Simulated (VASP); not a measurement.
Input of a VASP 6.6.1 run:

Contents of INCAR:

```
SYSTEM = K
ALGO = Normal ; EDIFF = 1E-6
ENCUT = 520 ; GGA = PE
ISIF = 2 ; ISMEAR = -1
LASPH = .True. ; LCHARG = .False.
LREAL = .False. ; LWAVE = .False.
NBANDS = 10 ; NELM = 80
PREC = Accurate ; SIGMA = 0.1
```

File KPOINTS:

```
k-points
0
Gamma
  7 7 7
  0 0 0
```

The input POSCAR:

```
K
1.0
   -2.6417142217      2.6417142217      2.6417142217
    2.6417142217     -2.6417142217      2.6417142217
    2.6417142217      2.6417142217     -2.6417142217
K
1
Direct
    0.0000000000      0.0000000000      0.0000000000
```

Potentials or basis: VASP PAW PBE potentials, release 64 (K_sv).

Launch:

```bash
$ cat potpaw_PBE.64/K_sv/POTCAR > POTCAR
$ mpirun -np 1 vasp_std > vasp.out
```

Problem. Estimate the pressure.

Solution. 0.0 GPa.
